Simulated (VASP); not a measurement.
A run of VASP 6.6.1:

The input POSCAR:

```
MgO
1.0
    0.0000000000      2.1021674158      2.1021674158
    2.1021674158      0.0000000000      2.1021674158
    2.1021674158      2.1021674158      0.0000000000
Mg O
1 1
Direct
    0.0000000000      0.0000000000      0.0000000000
    0.5000000000      0.5000000000      0.5000000000
```

The input INCAR.step1:

```
  PREC = Accurate
  ENCUT = 920
  ISMEAR = 0
  SIGMA = 0.01
  LREAL = F
  LASPH = T
  NELM = 120
  NBANDS = 15
  GGA = PE
  ALGO = Normal
  EDIFF = 1E-5
  LWAVE = T
  LCHARG = F
  GGA_COMPAT = F
```

File INCAR.step2:

```
  PREC = Accurate
  ENCUT = 920
  EDIFF = 1E-6
  ISMEAR = 0
  SIGMA = 0.01
  LREAL = F
  LASPH = T
  NELM = 120
  ALGO = Normal
  ISIF = 2
  LWAVE = F
  LCHARG = T
  METAGGA = R2SCAN
  LMIXTAU = T
  LELF = T
  LVHAR = T
  NBANDS = 15
  ISTART = 1
  GGA_COMPAT = F
```

KPOINTS

```
Automatic mesh
0
Gamma
  8 8 8
```

Potentials or basis: VASP PAW PBE potentials, release 64 (Mg_sv, O).

Run with:

```sh
$ cat potpaw_PBE.64/Mg_sv/POTCAR potpaw_PBE.64/O/POTCAR > POTCAR
$ cp INCAR.step1 INCAR
$ mpirun -np 1 vasp_std > vasp.out
$ cp INCAR.step2 INCAR
$ mpirun -np 1 vasp_std > vasp.out
```

Hardware: 1 thread of Intel(R) Xeon(R) 6975P-C (Granite Rapids), with other jobs on the host.

Q: How long does it take, and how much memory?

A: Run time: 36 s on 1 thread of Intel(R) Xeon(R) 6975P-C (Granite Rapids), with other jobs on the host, peak memory 0.17 GiB. Counts: k points 29.
